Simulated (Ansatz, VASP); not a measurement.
# One calculation of Te, two programs

```
CELL_PARAMETERS angstrom
2.19107 1.26502 1.82472
-2.19107 1.26502 1.82472
0.00000 -2.53003 1.82472
ATOMIC_POSITIONS crystal
Te 0.50000 0.50000 0.50000
```

Alike in both runs: task single point; functional PBEsol; k mesh 15 × 15 × 15; occupations gaussian, width 0.15 eV; no spin polarisation.

```csv
,VASP,Ansatz
version,VASP 6.6.1,Ansatz 0.2.0
potentials or method,"VASP PAW PBE potentials, release 64 (Te), cutoff 520 eV","scalar-relativistic, plane waves, PAW"
valence electrons in the cell,6,16
```

Ansatz gave:

| Quantity | Value |
| --- | --- |
| gap on the k mesh at the Fermi level (eV) | none |
| pressure (GPa) | 1.7 |
| traceless stress, the component that is largest in VASP (GPa) | 0.07 |

Task: What did VASP give for the same quantities?

Result: gap on the k mesh at the Fermi level (eV): none; pressure (GPa): 1.8; traceless stress, the component that is largest in VASP (GPa): 0.07.

VASP's potentials were made for PBE, not for PBEsol. A gap of «none» marks a metal or a gap that the smearing closes. VASP's potentials hold 6 valence electrons a cell and Ansatz's 16, so a difference there can come from the potentials and not from the codes.

Spin-orbit coupling is off throughout.
